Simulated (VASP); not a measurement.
# Mo (Fm-3m) in VASP: a series of runs

Mo is run at these levels: revPBE; tasks: single point, relaxation of cell and atoms.

Everything below comes from runs of VASP 6.6.1. Logs are shortened: lines on timing, memory, paths and dates and some standing lists are left out, and cuts for length are marked.

### 1 The cell of the first run

The structure is cubic, space group Fm-3m (No. 225). Conventional cell: a = 4.070 Å, b = 4.070 Å, c = 4.070 Å, α = 90.00°, β = 90.00°, γ = 90.00°. Within 3.8 Å of Mo (site symmetry m-3m) lie 12 Mo at 2.88 Å.

### 2 Single point, revPBE (volume scaled by 1.04)

INCAR reads:

```
SYSTEM = Mo
ALGO = Normal ; EDIFF = 1E-6
ENCUT = 520 ; GGA = RE
ISIF = 2 ; ISMEAR = -1
LASPH = .True. ; LCHARG = .False.
LREAL = .False. ; LWAVE = .False.
NBANDS = 13 ; NELM = 100
PREC = Accurate ; SIGMA = 0.1
```

KPOINTS reads:

```
k-points
0
Gamma
  15 15 15
  0 0 0
```

POSCAR reads:

```
Mo
1.0
    0.0000000000      2.0347614082      2.0347614082
    2.0347614082      0.0000000000      2.0347614082
    2.0347614082      2.0347614082      0.0000000000
Mo
1
Direct
    0.0000000000      0.0000000000      0.0000000000
```

Potentials or basis: VASP PAW PBE potentials, release 64 (Mo_sv).

Launch:

```console
$ cat potpaw_PBE.64/Mo_sv/POTCAR > POTCAR
$ mpirun -np 1 vasp_std > vasp.out
```

OUTCAR:

```text
SYSTEM = Mo
   EDIFF = 1E-6
   ENCUT = 520
   GGA = RE
   ISIF = 2
   ISMEAR = -1
   LASPH = .True.
   LREAL = .False.
   NELM = 100
   PREC = Accurate

 ion  position               nearest neighbor table
   1  0.000  0.000  0.000-

  LATTYP: Found a face centered cubic cell.
 ALAT       =     4.0695228164

  Lattice vectors:

 A1 = (   0.0000000000,   2.0347614082,   2.0347614082)
 A2 = (   2.0347614082,   0.0000000000,   2.0347614082)
 A3 = (   2.0347614082,   2.0347614082,   0.0000000000)

Analysis of symmetry for initial positions (statically):
=====================================================================
 Subroutine PRICEL returns:
 Original cell was already a primitive cell.

 Routine SETGRP: Setting up the symmetry group for a
 face centered cubic supercell.

 Subroutine GETGRP returns: Found 48 space group operations
 (whereof 48 operations were pure point group operations)
 out of a pool of 48 trial point group operations.

The static configuration has the point symmetry O_h .

Analysis of symmetry for dynamics (positions and initial velocities):
=====================================================================
 Subroutine PRICEL returns:
 Original cell was already a primitive cell.

 Routine SETGRP: Setting up the symmetry group for a
 face centered cubic supercell.

 Subroutine GETGRP returns: Found 48 space group operations
 (whereof 48 operations were pure point group operations)
 out of a pool of 48 trial point group operations.

The dynamic configuration has the point symmetry O_h .

 Subroutine INISYM returns: Found 48 space group operations
 (whereof 48 operations are pure point group operations),
 and found     1 'primitive' translations

----------------------------------------------------------------------------------------

                                     Primitive cell

  volume of cell :      16.8489

  direct lattice vectors                    reciprocal lattice vectors
     0.000000000  2.034761408  2.034761408    -0.245729056  0.245729056  0.245729056
     2.034761408  0.000000000  2.034761408     0.245729056 -0.245729056  0.245729056
     2.034761408  2.034761408  0.000000000     0.245729056  0.245729056 -0.245729056

  length of vectors
     2.877587180  2.877587180  2.877587180     0.425615210  0.425615210  0.425615210

  position of ions in fractional coordinates (direct lattice)
     0.000000000  0.000000000  0.000000000

  ion indices of the primitive-cell ions
   primitive index   ion index
                 1           1

----------------------------------------------------------------------------------------

 KPOINTS: k-points

Automatic generation of k-mesh.
 Grid dimensions read from file:
 generate k-points for:   15   15   15

 Generating k-lattice:

  Cartesian coordinates                     Fractional coordinates (reciprocal lattice)
    -0.016381937  0.016381937  0.016381937     0.066666667  0.000000000  0.000000000
     0.016381937 -0.016381937  0.016381937     0.000000000  0.066666667  0.000000000
     0.016381937  0.016381937 -0.016381937     0.000000000  0.000000000  0.066666667

  Length of vectors
     0.028374347  0.028374347  0.028374347

  Shift w.r.t. Gamma in fractional coordinates (k-lattice)
     0.000000000  0.000000000  0.000000000

 Subroutine IBZKPT returns following result:
 ===========================================

 Found    120 irreducible k-points:

 Following reciprocal coordinates:
            Coordinates               Weight
  0.000000  0.000000  0.000000      1.000000
  0.066667  0.000000  0.000000      8.000000
  0.133333  0.000000  0.000000      8.000000
  0.200000  0.000000  0.000000      8.000000
  0.266667  0.000000  0.000000      8.000000
  0.333333  0.000000  0.000000      8.000000
[... 16 lines left out ...]
  0.133333  0.133333  0.000000      6.000000
  0.200000  0.133333  0.000000     24.000000
 [... further k-points ...]
   k-points           NKPTS =    120   k-points in BZ     NKDIM =    120   number of bands    NBANDS=     13
   number of dos      NEDOS =    301   number of ions     NIONS =      1
   total plane-waves  NPLWV =  13824
   dimension x,y,z NGX =    24 NGY =   24 NGZ =   24
   dimension x,y,z NGXF=    48 NGYF=   48 NGZF=   48
   ions per type =               1
   NGX,Y,Z   is equivalent  to a cutoff of  13.87, 13.87, 13.87 a.u.
   NGXF,Y,Z  is equivalent  to a cutoff of  27.73, 27.73, 27.73 a.u.
 SYSTEM =  Mo
   PREC   = accura    normal or accurate (medium, high low for compatibility)
   ISTART =      0    job   : 0-new  1-cont  2-samecut
   ICHARG =      2    charge: 1-file 2-atom 10-const
   ISPIN  =      1    spin polarized calculation?
   LNONCOLLINEAR =      F non collinear calculations
   LSORBIT =      F    spin-orbit coupling
   LASPH  =      T    aspherical Exc in radial PAW
   ENCUT  =  520.0 eV  38.22 Ry    6.18 a.u.   5.35  5.35  5.35*2*pi/ulx,y,z
   NELM   =    100;   NELMIN=  2; NELMDL= -5     # of ELM steps
   EDIFF  = 0.1E-05   stopping-criterion for ELM
   LREAL  =      F    real-space projection
   EDIFFG = 0.1E-04   stopping-criterion for IOM
   NSW    =      0    number of steps for IOM
   IBRION =     -1    ionic relax: 0-MD 1-quasi-New 2-CG
   NFREE  =      0    steps in history (QN), initial steepest desc. (CG)
   ISIF   =      2    stress and relaxation
   ISYM   =      2    0-nonsym 1-usesym 2-fastsym
   POTIM  = 0.5000    time-step for ionic-motion
   TEBEG  =    0.0;   TEEND  =   0.0 temperature during run
   PSTRESS=    0.0 pullay stress
   NELECT =      14.0000    total number of electrons
   NUPDOWN=      -1.0000    fix difference up-down
   EMIN   =  10.00;   EMAX   =-10.00  energy-range for DOS
   EFERMI =   0.00;   METHOD = LEGACY
   ISMEAR =    -1;   SIGMA  =   0.10  broadening in eV -4-tet -1-fermi 0-gaus
   EFERMI_NEDOS =   21; number of points for ismear=-14 and -15
   IALGO  =     38    algorithm
   IMIX   =      4    mixing-type and parameters
     AMIX     =   0.40;   BMIX     =  1.00
     AMIX_MAG =   1.60;   BMIX_MAG =  1.00
  volume/ion in A,a.u.               =      16.85       113.70
  Fermi-wavevector in a.u.,A,eV,Ry     =   1.539078  2.908436 32.228959  2.368762
  Thomas-Fermi vector in A             =   2.645357
   LORBIT       =      0    0 simple, 1 ext, 2 COOP (PROOUT), +10 PAW based schemes
   GGA     = RE    functional components
   LHFCALC =     F    Hartree Fock is set to
   AEXX    =    0.0000 exact exchange contribution
   IVDW    =     0    specifies the selected vdW correction
   LEPSILON=     F    determine dielectric tensor
   LRPA    =     F    only Hartree local field effects (RPA)
 non-spin polarized calculation
  energy-cutoff  :      520.00
  volume of cell :       16.85
 maximum number of plane-waves:       467
 NGX is ok and might be reduce to    24
   NGX = 11   NGY = 11   NGZ = 11

 number of electron      14.0000001 magnetization

 Free energy of the ion-electron system (eV)
  ---------------------------------------------------
  ext. energy  EPLUGINS =         0.00000000
  ---------------------------------------------------
  free energy    TOTEN  =       -10.06887528 eV

  energy without entropy =      -10.02333182  energy(sigma->0) =      -10.04610355

 E-fermi :  11.0878     XC(G=0): -12.9054

 val. band max:       11.0856265092   @ k =   0.4000   0.1333   0.0000
 cond. band min:      11.1130805681   @ k =   0.2000   0.1333   0.0000
 fundamental gap:      0.0274540589
 Fermi energy:        11.0878249092

 k-point     1 :       0.0000    0.0000    0.0000
  band No.  band energies     occupation
      1     -49.6747      2.00000
      2     -23.1163      2.00000
      3     -23.1163      2.00000
      4     -23.1163      2.00000
      5       4.5186      2.00000
      6      10.4370      1.99702
      7      10.4370      1.99702
      8      10.4370      1.99702
      9      12.9247      0.00000
     10      12.9247      0.00000
     11      24.1354      0.00000
     12      29.1673      0.00000
     13      29.1673      0.00000

 k-point     2 :       0.0667    0.0000    0.0000
  band No.  band energies     occupation
      1     -49.6669      2.00000
      2     -23.1666      2.00000
      3     -23.1227      2.00000
      4     -23.1227      2.00000
      5       4.6899      2.00000
      6      10.3232      1.99904
      7      10.5135      1.99361
      8      10.5135      1.99361
      9      12.8657      0.00000
     10      12.8657      0.00000
     11      24.4582      0.00000
     12      28.4057      0.00000
     13      29.4700      0.00000

 k-point     3 :       0.1333    0.0000    0.0000
  band No.  band energies     occupation
      1     -49.6450      2.00000
      2     -23.3075      2.00000
      3     -23.1407      2.00000
      4     -23.1407      2.00000
      5       5.1712      2.00000
      6      10.0529      1.99994
      7      10.6977      1.96037
      8      10.6977      1.96037
      9      12.7556      0.00000
     10      12.7556      0.00000
     11      25.2871      0.00000
     12      27.0309      0.00000
     13      30.3399      0.00000
[... 305 lines left out ...]
 k-point    23 :       0.1333    0.1333    0.0000
  band No.  band energies     occupation
      1     -49.6351      2.00000
      2     -23.3016      2.00000
      3     -23.1831      2.00000
      4     -23.1831      2.00000
      5       5.3886      2.00000
      6       9.6964      2.00000
      7      10.9663      1.54234
      8      10.9663      1.54234
      9      12.0862      0.00009
     10      13.1935      0.00000
     11      25.7724      0.00000
     12      27.9302      0.00000
     13      29.6173      0.00000

 k-point    24 :       0.2000    0.1333    0.0000
  band No.  band energies     occupation
      1     -49.6109      2.00000
      2     -23.4342      2.00000
      3     -23.2168      2.00000
      4     -23.2076      2.00000
      5       5.9082      2.00000
      6       9.3778      2.00000
      7      11.1131      0.87439
      8      11.2249      0.40501
      9      11.9233      0.00047
     10      13.3342      0.00000
     11      26.6664      0.00000
     12      27.1276      0.00000
     13      29.9199      0.00000

 [... further k-points ...]

------------------------ aborting loop because EDIFF is reached ----------------------------------------

  FORCE on cell =-STRESS in cart. coord.  units (eV):
  Direction    XX          YY          ZZ          XY          YZ          ZX
  --------------------------------------------------------------------------------------
  -------------------------------------------------------------------------------------
  Total       -0.8174979     -0.8174979     -0.8174979     -0.0000000      0.0000000      0.0000000
  in kB      -77.7368216    -77.7368216    -77.7368216     -0.0000000      0.0000000      0.0000000
  external PRESSURE =     -77.7368216 kB  Pullay stress =       0.0000000 kB

 VOLUME and BASIS-vectors are now :
 -----------------------------------------------------------------------------
  energy-cutoff  :      520.00
  volume of cell :       16.85
      direct lattice vectors                 reciprocal lattice vectors
     0.000000000  2.034761408  2.034761408    -0.245729056  0.245729056  0.245729056
     2.034761408  0.000000000  2.034761408     0.245729056 -0.245729056  0.245729056
     2.034761408  2.034761408  0.000000000     0.245729056  0.245729056 -0.245729056

 POSITION                                       TOTAL-FORCE (eV/Angst)
 -----------------------------------------------------------------------------------
      0.00000      0.00000      0.00000         0.000000      0.000000     -0.000000
 -----------------------------------------------------------------------------------
    total drift:                               -0.000000      0.000000      0.000000

  FREE ENERGIE OF THE ION-ELECTRON SYSTEM (eV)
  ---------------------------------------------------
  free  energy   TOTEN  =       -10.0688752846 eV

  energy  without entropy=      -10.0233318237  energy(sigma->0) =      -10.04610355
```

It took 35 s on 1 thread of AMD EPYC 7R43 (Zen 3), shared host; peak memory 0.12 GiB.

What came out:

```
Free energy            : -10.0689 eV
Pressure               : -7.8 GPa
Band gap on the k mesh : zero (band 7 reaches 14.65 eV, above the bottom of band 8 at 10.44 eV)
```

Caveat: the cell differs from its parent crystal (volume scaled by 1.04); the PAW data sets were made with another functional, which shifts forces and pressure a little.

### 3 Single point, revPBE (volume scaled by 1.08)

INCAR reads:

```
SYSTEM = Mo
ALGO     = Normal         ! electronic algorithm
EDIFF    = 1E-7           ! SCF threshold, eV
ENCUT    = 520            ! plane-wave cutoff, eV
GGA      = RE             ! functional
ISIF     = 2              ! what is computed and relaxed
ISMEAR   = -1             ! smearing method
LASPH    = .TRUE.         ! aspherical terms in the spheres
LCHARG   = .FALSE.        ! write CHGCAR
LREAL    = .FALSE.        ! projectors in reciprocal space
LWAVE    = .FALSE.        ! write WAVECAR
NBANDS   = 13             ! bands
NELM     = 60             ! most SCF steps
PREC     = Accurate       ! precision mode
SIGMA    = 0.1            ! smearing width, eV
```

KPOINTS reads:

```
k-points
0
G
  15 15 15
  0 0 0
```

POSCAR reads:

```
Mo
1.0
    0.0000000000      2.0605206163      2.0605206163
    2.0605206163      0.0000000000      2.0605206163
    2.0605206163      2.0605206163      0.0000000000
Mo
1
Direct
    0.0000000000      0.0000000000      0.0000000000
```

Potentials or basis: VASP PAW PBE potentials, release 64 (Mo_sv).

Launch:

```console
$ cat potpaw_PBE.64/Mo_sv/POTCAR > POTCAR
$ mpirun -np 1 vasp_std > vasp.out
```

Run time: 39 s. Hardware: 1 thread of AMD EPYC 7R43 (Zen 3), shared host; peak memory 0.12 GiB.

Results (log left out):

```yaml
Free_energy: -10.0232 eV
Pressure: -14.7 GPa
Band_gap_on_the_k_mesh: zero (band 7 reaches 13.91 eV, above the bottom of band 8 at 9.94 eV)
```

Levels at points of the mesh, in eV from the Fermi level:
```csv
k point,band 5,band 6,band 7,band 8,band 9,band 10
"(0.00, 0.00, 0.00)",-6.45,-0.61,-0.61,-0.61,1.74,1.74
```

Caveat: the cell differs from its parent crystal (volume scaled by 1.08); the PAW data sets were made with another functional, which shifts forces and pressure a little.

### 4 Single point, revPBE (volume scaled by 1.12)

INCAR reads:

```
PREC = Accurate ; ENCUT = 520
EDIFF = 1E-6 ; ISMEAR = -1
SIGMA = 0.1 ; LREAL = False
LASPH = True ; NELM = 60
ALGO = Normal ; ISIF = 2
LWAVE = False ; LCHARG = False
GGA = RE ; NBANDS = 13
```

KPOINTS reads:

```
Automatic mesh
0
Gamma
  15 15 15
```

POSCAR reads:

```
Mo
1.0
    0.0000000000      2.0856513933      2.0856513933
    2.0856513933      0.0000000000      2.0856513933
    2.0856513933      2.0856513933      0.0000000000
Mo
1
Direct
    0.0000000000      0.0000000000      0.0000000000
```

Launch:

```console
$ cat potpaw_PBE.64/Mo_sv/POTCAR > POTCAR
$ mpirun -np 1 vasp_std > vasp.out
```

Wall time 36 s (1 thread of AMD EPYC 7R43 (Zen 3), shared host); peak memory 0.12 GiB.

It converged, with:

- Free energy: -9.9525 eV
- Pressure: -20.2 GPa
- Band gap on the k mesh: zero (band 7 reaches 13.24 eV, above the bottom of band 8 at 9.47 eV)

Levels at points of the mesh, in eV from the Fermi level:
```tsv
k point	band 4	band 5	band 6	band 7	band 8	band 9	band 10	band 11
(0.00, 0.00, 0.00)	-34.39	-6.33	-0.57	-0.57	-0.57	1.66	1.66	12.96
```

Caveat: the cell differs from its parent crystal (volume scaled by 1.12); the PAW data sets were made with another functional, which shifts forces and pressure a little.

### 5 Relaxation of cell and atoms, revPBE

This run uses another cell than the first one, of 15.59 Å³/atom, 0.925 times its volume.

INCAR reads:

```
SYSTEM = Mo
ALGO     = Normal         ! electronic algorithm
EDIFF    = 1E-6           ! SCF threshold, eV
EDIFFG   = -0.01          ! ionic threshold
ENCUT    = 600            ! plane-wave cutoff, eV
GGA      = RE             ! functional
IBRION   = 2              ! ionic algorithm
ISIF     = 3              ! what is computed and relaxed
ISMEAR   = -1             ! smearing method
LASPH    = .True.         ! aspherical terms in the spheres
LCHARG   = .False.        ! write CHGCAR
LREAL    = .False.        ! projectors in reciprocal space
LWAVE    = .False.        ! write WAVECAR
NELM     = 60             ! most SCF steps
NSW      = 80             ! ionic steps
PREC     = Accurate       ! precision mode
SIGMA    = 0.1            ! smearing width, eV
```

KPOINTS reads:

```
k-points
0
Gamma
  14 14 14
  0 0 0
```

POSCAR reads:

```
Mo
1.0
    0.0000000000      1.9826747602      1.9826747602
    1.9826747602      0.0000000000      1.9826747602
    1.9826747602      1.9826747602      0.0000000000
Mo
1
Direct
    0.0000000000      0.0000000000      0.0000000000
```

Launch:

```console
$ cat potpaw_PBE.64/Mo_sv/POTCAR > POTCAR
$ mpirun -np 1 vasp_std > vasp.out
```

Run time: 80 s. Hardware: 1 thread of AMD EPYC 7R43 (Zen 3), shared host; peak memory 0.13 GiB.

The run converged. Its results:

| Property | Result |
| --- | --- |
| Free energy | -10.0831 eV |
| Relaxed volume | 16.22 Å³/atom |
| Relaxed cell | a = 2.842 Å, b = 2.842 Å, c = 2.842 Å, α = 60.00°, β = 60.00°, γ = 60.00° |
| Space group after relaxing (to 0.05 Å) | Fm-3m (No. 225) |
| Energy gained by relaxing | 19.1 meV/atom |
| Ionic steps | 4 |
| Pressure after relaxing | 0.0 GPa |
| Band gap on the k mesh | zero (band 7 reaches 15.56 eV, above the bottom of band 8 at 10.95 eV) |

Step by step:
| step | energy change (eV) | largest force (eV/Å) | pressure (GPa) | volume (Å³) |
| --- | --- | --- | --- | --- |
| 1 | 0.0000 | 0.0000 | 9.96 | 15.59 |
| 2 | 0.0832 | 0.0000 | -18.21 | 17.88 |
| 3 | -0.0190 | 0.0000 | -0.31 | 16.25 |
| 4 | -0.0191 | 0.0000 | -0.02 | 16.22 |

Final structure:
```
CELL_PARAMETERS angstrom
0.00000 2.00933 2.00933
2.00933 0.00000 2.00933
2.00933 2.00933 0.00000
ATOMIC_POSITIONS crystal
Mo 0.00000 0.00000 0.00000
```

Levels at points of the mesh, in eV from the Fermi level:
| k point | band 5 | band 6 | band 7 | band 8 | band 9 | band 10 |
| --- | --- | --- | --- | --- | --- | --- |
| (0.00, 0.00, 0.00) | -6.70 | -0.71 | -0.71 | -0.71 | 1.92 | 1.92 |
| (0.50, 0.00, 0.00) | -4.56 | -0.89 | -0.89 | 1.49 | 3.93 | 3.93 |
| (0.50, 0.50, 0.00) | -4.88 | -4.22 | 3.89 | 3.93 | 4.50 | 4.50 |

Caveat: the PAW data sets were made with another functional, which shifts forces and pressure a little.

### 6 Single point, revPBE

This run uses another cell than the first one, of 16.20 Å³/atom, 0.962 times its volume.

INCAR reads:

```
  PREC = Accurate
  ENCUT = 520
  EDIFF = 1E-7
  ISMEAR = -1
  SIGMA = 0.1
  LREAL = F
  LASPH = T
  NELM = 80
  ALGO = Normal
  ISIF = 2
  LWAVE = F
  LCHARG = F
  GGA = RE
  NBANDS = 13
```

KPOINTS reads:

```
regular mesh
0
Gamma
  22 22 22
```

POSCAR reads:

```
Mo
1.0
    0.0000000000      2.0083329440      2.0083329440
    2.0083329440      0.0000000000      2.0083329440
    2.0083329440      2.0083329440      0.0000000000
Mo
1
Direct
    0.0000000000      0.0000000000      0.0000000000
```

Potentials or basis: VASP PAW PBE potentials, release 64 (Mo_sv).

Launch:

```console
$ cat potpaw_PBE.64/Mo_sv/POTCAR > POTCAR
$ mpirun -np 1 vasp_std > vasp.out
```

It took 93 s on 1 thread of AMD EPYC 7R43 (Zen 3), shared host; peak memory 0.15 GiB.

It converged, with:

```yaml
Free_energy: -10.0841 eV
Pressure: 0.5 GPa
Band_gap_on_the_k_mesh: zero (band 7 reaches 15.59 eV, above the bottom of band 8 at 10.97 eV)
```

Levels at points of the mesh, in eV from the Fermi level:
```csv
k point,band 4,band 5,band 6,band 7,band 8,band 9,band 10,band 11
"(0.00, 0.00, 0.00)",-34.10,-6.70,-0.71,-0.71,-0.71,1.93,1.93,13.07
"(0.50, 0.00, 0.00)",-34.27,-4.55,-0.88,-0.88,1.50,3.95,3.95,10.94
"(0.50, 0.50, 0.00)",-34.55,-4.88,-4.22,3.91,3.95,4.52,4.52,12.39
```

Caveat: the PAW data sets were made with another functional, which shifts forces and pressure a little.

### 7 The runs side by side

```tsv
task	cell	k mesh	cutoff (eV)	gap on the mesh (eV)	pressure (GPa)
single point	a = 2.878 Å, angles 60.0°, 1 atom	15 × 15 × 15	520	none	-7.8
single point	a = 2.914 Å, angles 60.0°, 1 atom	15 × 15 × 15	520	none	-14.7
single point	a = 2.950 Å, angles 60.0°, 1 atom	15 × 15 × 15	520	none	-20.2
relaxation of cell and atoms	relaxed from a = 2.804 Å, angles 60.0°, 1 atom	14 × 14 × 14	600	none	0.0
single point	a = 2.840 Å, angles 60.0°, 1 atom	22 × 22 × 22	520	none	0.5
```

Alike in all rows: level revPBE; potentials or basis VASP PAW PBE potentials, release 64 (Mo_sv); no spin polarisation; smearing fermi-dirac 0.1 eV.

Caveats: the PAW data sets were made with another functional, which shifts forces and pressure a little.

Absolute energies hang on the potentials; compare differences alone.
